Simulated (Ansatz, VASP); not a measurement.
## BaTiO3 in VASP and in Ansatz

File INCAR:

```
SYSTEM = BaTiO3
PREC = Accurate
ENCUT = 520
EDIFF = 1E-8
ISMEAR = -1
SIGMA = 0.08
LREAL = .False.
LASPH = .True.
NELM = 100
ALGO = Normal
ISIF = 2
LWAVE = .False.
LCHARG = .False.
GGA = PS
LEFG = .True.
NBANDS = 28
```

File KPOINTS:

```
regular mesh
0
Gamma
  7 7 7
  0 0 0
```

Contents of POSCAR:

```
BaTiO3
1.0
    3.9998000000     -0.0599970000     -0.0599970000
   -0.0599970000      3.9998000000     -0.0599970000
   -0.0602700000     -0.0602700000      4.0180000000
Ba Ti O
1 1 3
Direct
    0.0000000000      0.0000000000      0.0000000000
    0.5000000000      0.5000000000      0.4820000000
    0.5000000000      0.5000000000      0.0160000000
    0.5000000000      0.0000000000      0.5150000000
    0.0000000000      0.5000000000      0.5150000000
```

Input for Ansatz:

```yaml
crystal:
  lattice:
    - [3.9998, -0.059997, -0.059997]
    - [-0.059997, 3.9998, -0.059997]
    - [-0.06027, -0.06027, 4.018]
  atoms:
    - { symbol: Ba, position: [0.0, 0.0, 0.0] }
    - { symbol: Ti, position: [0.5, 0.5, 0.482] }
    - { symbol: O, position: [0.5, 0.5, 0.016] }
    - { symbol: O, position: [0.5, 0.0, 0.515] }
    - { symbol: O, position: [0.0, 0.5, 0.515] }
kpoints:
  mp_grid: { grid: [7, 7, 7] }
scf:
  occupations: { method: fermi_dirac, width: 0.08 }
hamiltonian:
  xc: pbesol
  pseudopotentials: { kind: paw }
output:
  forces: true
  stress: true
  eigenvalues: true
  efg: { contact_densities: true }
  write_density: true
  write_potential: true
  elf: true
  volumetric_format: npy
```

Change from the starting cell: equal xy, yz and zx shear strains of -3 %, PAW files.

Alike in both runs: task electric field gradients; functional PBEsol; k mesh 7 × 7 × 7; occupations fermi-dirac, width 0.08 eV; no spin polarisation.

```csv
,VASP,Ansatz
version,VASP 6.6.1,Ansatz 0.2.0
potentials or method,"VASP PAW PBE potentials, release 64 (Ba_sv, Ti_sv, O)","PAW with Ansatz's default frozen-core files, scalar-relativistic"
plane-wave cutoff (eV),520,420
valence electrons in the cell,40,40
```

Ansatz gave:

- pressure (GPa): -3.4
- traceless stress, the component that is largest in VASP (GPa): 3.66
- rms of the force components (eV/Å): 0.127
- size of Vzz on the site where it differs most (V/Å²): 32.3

Q: What did VASP give for the same quantities?

A: Pressure (GPa): -1.5; traceless stress, the component that is largest in VASP (GPa): 3.77; rms of the force components (eV/Å): 0.119; size of Vzz on the site where it differs most (V/Å²): 35.2.

VASP's potentials were made for PBE, not for PBEsol. Atom by atom the forces differ by 0.017 eV/Å (rms over components). The functional is the same, so the differences come from potentials, cutoffs and numerics.

Spin-orbit coupling is off throughout.
